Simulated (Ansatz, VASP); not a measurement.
## ZrN: VASP beside Ansatz

The input INCAR:

```
SYSTEM = ZrN
PREC = Accurate
ENCUT = 600
EDIFF = 1E-6
ISMEAR = -1
SIGMA = 0.03
LREAL = .FALSE.
LASPH = .TRUE.
NELM = 120
ALGO = Normal
ISIF = 2
LWAVE = .FALSE.
LCHARG = .FALSE.
NBANDS = 16
GGA_COMPAT = .FALSE.
```

File KPOINTS:

```
regular mesh
0
G
  9 9 9
  0 0 0
```

The input POSCAR:

```
ZrN
1.0
    0.0000000000      2.2842300000      2.2613877000
    2.2842300000      0.0000000000      2.2613877000
    2.2842300000      2.2842300000      0.0000000000
Zr N
1 1
Direct
    0.0000000000      0.0000000000      0.0000000000
    0.5000000000      0.5000000000      0.5000000000
```

Input for Ansatz:

```yaml
crystal:
  lattice:
    - [0.0, 2.28423, 2.2613877]
    - [2.28423, 0.0, 2.2613877]
    - [2.28423, 2.28423, 0.0]
  atoms:
    - { symbol: Zr, position: [0.0, 0.0, 0.0] }
    - { symbol: "N", position: [0.5, 0.5, 0.5] }
kpoints:
  mp_grid: { grid: [9, 9, 9] }
  band_path:
    path:
      - [0.0, 0.0, 0.0]
      - [0.0, 0.5, 0.5]
      - [0.25, 0.75, 0.5]
      - [0.0, 0.5, 0.0]
      - [0.0, 0.0, 0.0]
      - [0.5, 0.5, 0.0]
      - [0.3775380063, 0.6224619937, 0.0]
      - [-0.3775380063, 0.3775380063, 0.0]
      - [0.0, 0.0, 0.0]
    npoints: 5
scf:
  occupations: { method: fermi_dirac, width: 0.03 }
hamiltonian:
  xc: lda
  pseudopotentials: { kind: all_electron, lapw: { basis_error: 0.00025 } }
output:
  forces: true
  stress: true
  eigenvalues: true
```

Change from the starting cell: zz strain of -1 %.

Alike in both runs: task single point; functional LDA; k mesh 9 × 9 × 9; occupations fermi-dirac, width 0.03 eV; no spin polarisation.

```csv
,VASP,Ansatz
version,VASP 6.6.1,Ansatz 0.2.0
potentials or method,"VASP PAW LDA potentials, release 64 (Zr_sv, N), cutoff 600 eV","all-electron LAPW, scalar-relativistic"
```

|  | VASP | Ansatz | Ansatz less VASP |
| --- | --- | --- | --- |
| pressure (GPa) | -4.4 | -5.0 | -0.61 |
| traceless stress, the component that is largest in VASP (GPa) | 2.63 | 2.58 | -0.042 |

LDA's correlation is that of Perdew and Zunger in VASP and of Perdew and Wang (1992) in Ansatz. Ansatz ran all-electron here, and VASP with PAW potentials.
